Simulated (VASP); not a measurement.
Runs of VASP 6.6.1 on Ni. The structure is that of space group Fm-3m (No. 225), or close to it. The cells are those of the table. 

| level | cell | k mesh | cutoff (eV) | smearing | k mesh for the DOS | occupations for the DOS | mended | gap on the mesh (eV) | pressure (GPa) | moment (μB) |
| --- | --- | --- | --- | --- | --- | --- | --- | --- | --- | --- |
| PBE | a = 2.488 Å, angles 60.0°, 1 atom | 20 × 20 × 20 | 520 | gaussian 0.1 eV | - | - | - | none | 0.0 | 0.63 |
| PBE | a = 2.488 Å, angles 60.0°, 1 atom | 20 × 20 × 20 | 520 | gaussian 0.1 eV | 30 × 30 × 30 | tetrahedron | - | - | - | 0.63 |
| revPBE | a = 2.488 Å, angles 60.0°, 1 atom | 30 × 30 × 30 | 600 | methfessel-paxton 0.1 eV | - | - | yes | none | 3.9 | 0.62 |
| PBE | a = 2.437 Å, angles 60.0°, 1 atom | 20 × 20 × 20 | 520 | gaussian 0.1 eV | - | - | - | none | 14.0 | 0.62 |
| PBE | a = 2.463 Å, angles 60.0°, 1 atom | 20 × 20 × 20 | 520 | gaussian 0.1 eV | - | - | - | none | (a) | 0.62 |
| PBE | a = 2.537 Å, angles 60.0°, 1 atom | 20 × 20 × 20 | 520 | gaussian 0.1 eV | - | - | - | none | (b) | 0.64 |
| PBE | a = 2.513 Å, angles 60.0°, 1 atom | 20 × 20 × 20 | 520 | gaussian 0.1 eV | - | - | - | none | -5.5 | 0.63 |

Alike in all rows: task single point; potentials or basis VASP PAW PBE potentials, release 64 (Ni); spin collinear, ferromagnetic start.

Problem. Estimate the missing entries.

Solution. (a) 6.4; (b) -10.0.

Caveats: the cell stands under pressure (at least some runs); the cell stands under tension (at least some runs); tetrahedron occupations give inexact forces and stress in metals (at least some runs); the PAW data sets were made with another functional, which shifts forces and pressure a little (at least some runs).

A gap of «none» marks levels without a gap at the run's occupations.
